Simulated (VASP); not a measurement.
A run of VASP 6.6.1 is set up as follows.

The input INCAR:

```
ALGO = Normal ; EDIFF = 1E-6
ENCUT = 600 ; GGA = LIBXC
GGA_COMPAT = F ; ISIF = 2
ISMEAR = 0 ; LASPH = T
LCHARG = T ; LDAU = T
LDAUJ = 0 0 0 ; LDAUL = -1 2 -1
LDAUPRINT = 1 ; LDAUTYPE = 2
LDAUU = 0 2 0 ; LELF = T
LIBXC1 = GGA_X_PBE_R ; LIBXC2 = GGA_C_LYP
LMAXMIX = 4 ; LREAL = F
LVHAR = T ; LWAVE = F
NBANDS = 28 ; NELM = 200
PREC = Accurate ; SIGMA = 0.01
```

Contents of KPOINTS:

```
k-points
0
Gamma
  3 3 3
```

The input POSCAR:

```
KNbO3
1.0
    3.9960000000      0.0000000000      0.0000000000
    0.0000000000      3.9960000000      0.0000000000
    0.0000000000      0.0000000000      4.0630000000
K Nb O
1 1 3
Direct
    0.0000000000      0.0000000000      0.0180000000
    0.5000000000      0.5000000000      0.5000000000
    0.5000000000      0.5000000000      0.0440000000
    0.5000000000      0.0000000000      0.5400000000
    0.0000000000      0.5000000000      0.5400000000
```

Potentials or basis: VASP PAW PBE potentials, release 64 (K_sv, Nb_sv, O).

Command:

```console
$ cat potpaw_PBE.64/K_sv/POTCAR potpaw_PBE.64/Nb_sv/POTCAR potpaw_PBE.64/O/POTCAR > POTCAR
$ mpirun -np 1 vasp_std > vasp.out
```

(1) Predict the pressure.

(2) What does it give for the band gap on the k mesh?

Answers

(1) 12.3 GPa.

(2) 2.24 eV (least direct gap 2.72 eV).

Caveat: the k points lie up to 0.52 Å⁻¹ apart; the PAW data sets were made with another functional, which shifts forces and pressure a little.
